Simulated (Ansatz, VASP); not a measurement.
**One calculation of Si, two programs**

INCAR

```
PREC = Accurate
ENCUT = 520
EDIFF = 1E-6
ISMEAR = 0
SIGMA = 0.05
LREAL = F
LASPH = T
NELM = 100
ALGO = Normal
ISIF = 2
LWAVE = F
LCHARG = F
GGA = PE
NBANDS = 11
```

File KPOINTS:

```
Automatic mesh
0
Gamma
  10 10 10
```

The input POSCAR:

```
Si
1.0
    0.0000000000      2.6850535096      2.4965627532
    2.6850535096      0.0000000000      2.4965627532
    2.6850535096      2.6850535096      0.0000000000
Si
2
Direct
    0.5000000000      0.5000000000      0.5000000000
    0.7500000000      0.7500000000      0.7500000000
```

Input for Ansatz:

```yaml
crystal:
  lattice:
    - [0.0, 2.6850535096, 2.4965627532]
    - [2.6850535096, 0.0, 2.4965627532]
    - [2.6850535096, 2.6850535096, 0.0]
  atoms:
    - { symbol: Si, position: [0.5, 0.5, 0.5] }
    - { symbol: Si, position: [0.75, 0.75, 0.75] }
basis:
  ecutwfc: 420
kpoints:
  mp_grid: { grid: [10, 10, 10] }
hamiltonian:
  xc: pbe
  pseudopotentials: { kind: paw, azcp: { folder: soft_1 } }
scf:
  occupations: { method: gaussian, width: 0.05 }
output:
  forces: true
  stress: true
  eigenvalues: true
```

Alike in both runs: task single point; functional PBE; k mesh 10 × 10 × 10; occupations gaussian, width 0.05 eV; no spin polarisation.

```csv
,VASP,Ansatz
version,VASP 6.6.1,Ansatz 0.2.0
potentials or method,"VASP PAW PBE potentials, release 64 (Si), cutoff 520 eV","scalar-relativistic, plane waves, PAW"
valence electrons in the cell,8,8
```

Ansatz gave:

| Property | Result |
| --- | --- |
| gap on the k mesh at the Fermi level (eV) | none |
| pressure (GPa) | 14.6 |
| traceless stress, the component that is largest in VASP (GPa) | 3.66 |

Task: What did VASP give for the same quantities?

Result: gap on the k mesh at the Fermi level (eV): none; pressure (GPa): 14.5; traceless stress, the component that is largest in VASP (GPa): 3.68.

A gap of «none» marks a metal or a gap that the smearing closes.
